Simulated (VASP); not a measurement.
Runs of VASP 6.6.1 on MoI3. The structure is that of space group Pm-3m (No. 221), or close to it. The cells are those of the table. 

| spin | cell | k mesh | gap on the mesh (eV) | pressure (GPa) | moment (μB) |
| --- | --- | --- | --- | --- | --- |
| non-collinear, typed start, SOC | a = 5.815 Å, 4 atoms | 3 × 3 × 3 | - | -0.3 | 3.55 |
| collinear | a = 5.706 Å, 4 atoms | 6 × 6 × 6 | none | 0.5 | (b) |
| off | a = 5.815 Å, 4 atoms | 6 × 6 × 6 | none | -2.8 | - |
| collinear | a = 6.003 Å, 4 atoms | 6 × 6 × 6 | none | (a) | 3.24 |

Alike in all rows: task single point; level PBE+U; potentials or basis VASP PAW PBE potentials, release 64 (Mo_sv, I); Mo d U = 4.4 eV; cutoff (eV) 520; smearing gaussian 0.05 eV.

**Question.** Estimate the missing entries.

**Answer.** (a) -2.1; (b) 3.14.

Caveats: some runs use coarse meshes; spin-orbit coupling is left out, which moves the levels of the heavy elements (at least some runs); an odd number of electrons without spin polarisation forces a metal (at least some runs); a magnetic or distorted state may lie lower (at least some runs); U without spin polarisation on a metal has little footing (at least some runs).

A k mesh can miss the band edges, and rows without SOC leave out spin-orbit coupling on I, Mo.

A gap of «none» marks levels without a gap at the run's occupations.
